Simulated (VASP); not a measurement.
# Bi2P3 (P-6m2) in VASP: relaxation of cell and atoms with PBE

Aim: the relaxation of cell and atoms of Bi2P3 with PBE.

All numbers are computed with VASP 6.6.1; they aren't measurements. Logs are shortened: lines on timing, memory, paths and dates and some standing lists are left out, and cuts for length are marked.

## (1) The cell of the first run

It takes space group P-6m2 (No. 187, hexagonal). Conventional cell: a = 4.983 Å, b = 4.983 Å, c = 6.141 Å, α = 90.00°, β = 90.00°, γ = 120.00°. Within 3.8 Å of Bi (site symmetry -6m2) lie 9 P at 2.88 to 3.09 Å and 2 Bi at 3.07 Å. Bi (site symmetry -6m2) has 2 Bi at 3.07 Å and 6 P at 3.48 Å within 4.0 Å. Within 2.9 Å of P (site symmetry 3m) lie 1 P at 2.23 Å. Within 3.8 Å of P (site symmetry -6m2) lie 3 Bi at 2.88 Å and 6 P at 3.09 Å.

The cell was generated, and may not be a known phase.

## (2) Relaxation of cell and atoms, PBE

INCAR reads:

```
SYSTEM = Bi2P3
ALGO     = Normal         ! electronic algorithm
EDIFF    = 1E-6           ! SCF threshold, eV
EDIFFG   = -0.01          ! ionic threshold
ENCUT    = 600            ! plane-wave cutoff, eV
GGA      = PE             ! functional
IBRION   = 2              ! ionic algorithm
ISIF     = 3              ! what is computed and relaxed
ISMEAR   = 0              ! smearing method
LASPH    = .True.         ! aspherical terms in the spheres
LCHARG   = .False.        ! write CHGCAR
LREAL    = .False.        ! projectors in reciprocal space
LWAVE    = .False.        ! write WAVECAR
NELM     = 100            ! most SCF steps
NSW      = 100            ! ionic steps
PREC     = Accurate       ! precision mode
SIGMA    = 0.1            ! smearing width, eV
```

KPOINTS reads:

```
k-points
0
Gamma
  12 12 6
  0 0 0
```

POSCAR reads:

```
Bi2P3
1.0
    4.9827373392      0.0000000000      0.0000000000
   -2.4913686696      4.3151771162      0.0000000000
    0.0000000000      0.0000000000      6.1405412228
Bi P
2 3
Direct
    0.0000000000      0.0000000000      0.0000000000
    0.0000000000      0.0000000000      0.5000000000
    0.6666666667      0.3333333333      0.1816004709
    0.6666666667      0.3333333333      0.8183995291
    0.3333333333      0.6666666667      0.0000000000
```

Potentials or basis: VASP PAW PBE potentials, release 64 (Bi_d, P).

On the command line:

```bash
cat potpaw_PBE.64/Bi_d/POTCAR potpaw_PBE.64/P/POTCAR > POTCAR
mpirun -np 1 vasp_std > vasp.out
```

OUTCAR:

```text
SYSTEM = Bi2P3
   EDIFF = 1E-6
   EDIFFG = -0.01
   ENCUT = 600
   GGA = PE
   IBRION = 2
   ISIF = 3
   ISMEAR = 0
   LASPH = .True.
   LREAL = .False.
   NELM = 100
   NSW = 100
   PREC = Accurate

 ion  position               nearest neighbor table
   1  0.000  0.000  0.000-   5 2.88   5 2.88   5 2.88   2 3.07   2 3.07   4 3.09   3 3.09   4 3.09
                             3 3.09   4 3.09   3 3.09
   2  0.000  0.000  0.500-   1 3.07   1 3.07
   3  0.667  0.333  0.182-   4 2.23   1 3.09   1 3.09   1 3.09
   4  0.667  0.333  0.818-   3 2.23   1 3.09   1 3.09   1 3.09
   5  0.333  0.667  0.000-   1 2.88   1 2.88   1 2.88

  LATTYP: Found a hexagonal cell.
 ALAT       =     4.9827373392
 C/A-ratio  =     1.2323630175

  Lattice vectors:

 A1 = (   4.9827373392,   0.0000000000,   0.0000000000)
 A2 = (  -2.4913686696,   4.3151771162,   0.0000000000)
 A3 = (   0.0000000000,   0.0000000000,   6.1405412228)

Analysis of symmetry for initial positions (statically):
=====================================================================
 Subroutine PRICEL returns:
 Original cell was already a primitive cell.

 Routine SETGRP: Setting up the symmetry group for a
 hexagonal supercell.

 Subroutine GETGRP returns: Found 12 space group operations
 (whereof 12 operations were pure point group operations)
 out of a pool of 24 trial point group operations.

The static configuration has the point symmetry D_3h.

Analysis of symmetry for dynamics (positions and initial velocities):
=====================================================================
 Subroutine PRICEL returns:
 Original cell was already a primitive cell.

 Routine SETGRP: Setting up the symmetry group for a
 hexagonal supercell.

 Subroutine GETGRP returns: Found 12 space group operations
 (whereof 12 operations were pure point group operations)
 out of a pool of 24 trial point group operations.

The dynamic configuration has the point symmetry D_3h.

 Subroutine INISYM returns: Found 12 space group operations
 (whereof 12 operations are pure point group operations),
 and found     1 'primitive' translations

----------------------------------------------------------------------------------------

                                     Primitive cell

  volume of cell :     132.0302

[... 114 lines left out ...]
     AMIX_MAG =   1.60;   BMIX_MAG =  1.00
  volume/ion in A,a.u.               =      26.41       178.20
  Fermi-wavevector in a.u.,A,eV,Ry     =   1.143548  2.160993 17.792381  1.307703
  Thomas-Fermi vector in A             =   2.280243
   LORBIT       =      0    0 simple, 1 ext, 2 COOP (PROOUT), +10 PAW based schemes
   GGA     = PE    functional components
   LHFCALC =     F    Hartree Fock is set to
   AEXX    =    0.0000 exact exchange contribution
   IVDW    =     0    specifies the selected vdW correction
   LEPSILON=     F    determine dielectric tensor
   LRPA    =     F    only Hartree local field effects (RPA)
 conjugate gradient relaxation of ions
 non-spin polarized calculation
 Gauss-broadening in eV      SIGMA  =   0.10
  energy-cutoff  :      600.00
  volume of cell :      132.03
 maximum number of plane-waves:      4432
 NGX is ok and might be reduce to    40
   NGX = 19   NGY = 19   NGZ = 25

--------------------------------------- Ionic step        1  -------------------------------------------

 number of electron      44.9999997 magnetization

 Free energy of the ion-electron system (eV)
  ---------------------------------------------------
  ext. energy  EPLUGINS =         0.00000000
  ---------------------------------------------------
  free energy    TOTEN  =       -20.03250372 eV

  energy without entropy =      -20.00800790  energy(sigma->0) =      -20.02025581

------------------------ aborting loop because EDIFF is reached ----------------------------------------

  FORCE on cell =-STRESS in cart. coord.  units (eV):
  Direction    XX          YY          ZZ          XY          YZ          ZX
  --------------------------------------------------------------------------------------
  -------------------------------------------------------------------------------------
  Total       -0.2077035     -0.2077035      0.5193848      0.0000000      0.0000000      0.0000000
  in kB       -2.5204678     -2.5204678      6.3026993      0.0000000      0.0000000      0.0000000
  external PRESSURE =       0.4205879 kB  Pullay stress =       0.0000000 kB
[... 98 lines left out ...]
  FREE ENERGIE OF THE ION-ELECTRON SYSTEM (eV)
  ---------------------------------------------------
  free  energy   TOTEN  =       -20.0361943554 eV

  energy  without entropy=      -20.0110991717  energy(sigma->0) =      -20.02364676

[... ionic steps 4 to 9 ...]

--------------------------------------- Ionic step       10  -------------------------------------------

 number of electron      45.0000006 magnetization

------------------------ aborting loop because EDIFF is reached ----------------------------------------
[... 73 lines left out ...]
--------------------------------------- Ionic step       12  -------------------------------------------

 number of electron      45.0000006 magnetization

 Free energy of the ion-electron system (eV)
  ---------------------------------------------------
  ext. energy  EPLUGINS =         0.00000000
  ---------------------------------------------------
  free energy    TOTEN  =       -20.03738411 eV

  energy without entropy =      -20.01266546  energy(sigma->0) =      -20.02502478

 E-fermi :   5.9402     XC(G=0):  -9.5937

 val. band max:        5.9310945850   @ k =   0.3333   0.1667   0.5000
 cond. band min:       5.9419197213   @ k =   0.1667   0.0833   0.3333
 fundamental gap:      0.0108251363
 Fermi energy:         5.9401979411

 k-point     1 :       0.0000    0.0000    0.0000
  band No.  band energies     occupation
      1     -17.3654      2.00000
      2     -17.1766      2.00000
      3     -17.1766      2.00000
      4     -17.1363      2.00000
      5     -17.1363      2.00000
      6     -17.0866      2.00000
[... 709 lines left out ...]
     26       7.6725      0.00000
     27       8.5244      0.00000

 [... further k-points ...]

------------------------ aborting loop because EDIFF is reached ----------------------------------------

  FORCE on cell =-STRESS in cart. coord.  units (eV):
  Direction    XX          YY          ZZ          XY          YZ          ZX
  --------------------------------------------------------------------------------------
  -------------------------------------------------------------------------------------
  Total       -0.0102196     -0.0102196      0.0047525      0.0000000     -0.0000000      0.0000000
  in kB       -0.1247147     -0.1247147      0.0579970      0.0000000     -0.0000000      0.0000000
  external PRESSURE =      -0.0638108 kB  Pullay stress =       0.0000000 kB
[... 20 lines left out ...]
  FREE ENERGIE OF THE ION-ELECTRON SYSTEM (eV)
  ---------------------------------------------------
  free  energy   TOTEN  =       -20.0373841051 eV

  energy  without entropy=      -20.0126654596  energy(sigma->0) =      -20.02502478

 reached required accuracy - stopping structural energy minimisation
```

It took 17 min on 1 thread of Intel Xeon 6975P-C (Granite Rapids), shared host; peak memory 0.47 GiB.

Results:

- Free energy: -20.0374 eV
- Relaxed volume: 26.26 Å³/atom
- Relaxed cell: a = 4.943 Å, b = 4.943 Å, c = 6.205 Å, α = 90.00°, β = 90.00°, γ = 120.00°
- Space group after relaxing (to 0.1 Å): P-6m2 (No. 187)
- Energy gained by relaxing: 1.0 meV/atom
- Ionic steps: 12
- Pressure after relaxing: 0.0 GPa
- Largest force after relaxing: 0.004 eV/Å
- Band gap on the k mesh: zero (an odd number of electrons rules out a gap without spin polarisation)

Forces on the atoms (eV/Å):
```
Bi   0.000  0.000  0.000
Bi   0.000  0.000  0.000
P    0.000  0.000  0.004
P    0.000  0.000 -0.004
P    0.000  0.000  0.000
```

Step by step:
```
step  energy change (eV)  largest force (eV/Å)  pressure (GPa)  volume (Å³)
   1              0.0000                0.0580            0.04       132.03
   2             -0.0028                0.0135           -0.14       132.16
   3             -0.0037                0.0347           -0.37       132.32
   4             -0.0047                0.0216           -0.02       131.29
   5             -0.0047                0.0137           -0.06       131.44
   6             -0.0048                0.0144           -0.03       131.34
   7             -0.0049                0.0153            0.02       131.21
   8             -0.0049                0.0153            0.03       131.23
   9             -0.0048                0.0149            0.01       131.29
  10             -0.0049                0.0149            0.01       131.27
  11             -0.0049                0.0150            0.02       131.25
  12             -0.0049                0.0039           -0.01       131.29
```

Final structure:
```yaml
crystal:
  lattice:
    - [4.94299, 0.00000, 0.00000]
    - [-2.47150, 4.28076, 0.00000]
    - [0.00000, 0.00000, 6.20463]
  atoms:
    - { symbol: Bi, position: [0.00000, 0.00000, 0.00000] }
    - { symbol: Bi, position: [0.00000, 0.00000, 0.50000] }
    - { symbol: P, position: [0.66667, 0.33333, 0.18307] }
    - { symbol: P, position: [0.66667, 0.33333, 0.81693] }
    - { symbol: P, position: [0.33333, 0.66667, 0.00000] }
```

Levels at points of the mesh, in eV from the Fermi level:
```
           k point  band 19  band 20  band 21  band 22  band 23  band 24  band 25  band 26  band 27
(0.00, 0.00, 0.00)    -3.41    -3.06    -2.94    -0.35    -0.35    -0.11     0.54     0.54     3.41
(0.50, 0.00, 0.00)    -1.45    -1.40    -0.66    -0.50    -0.44     0.70     1.19     2.39     2.73
(0.00, 0.00, 0.50)    -3.33    -3.29    -1.50    -1.31    -1.31     0.85     0.85     0.89     1.24
(0.50, 0.00, 0.50)    -2.07    -1.26    -0.51    -0.44    -0.24     0.39     0.74     1.97     2.40
```

Caveat: spin-orbit coupling is left out, which moves the levels of the heavy elements; an odd number of electrons without spin polarisation forces a metal; a magnetic or distorted state may lie lower.
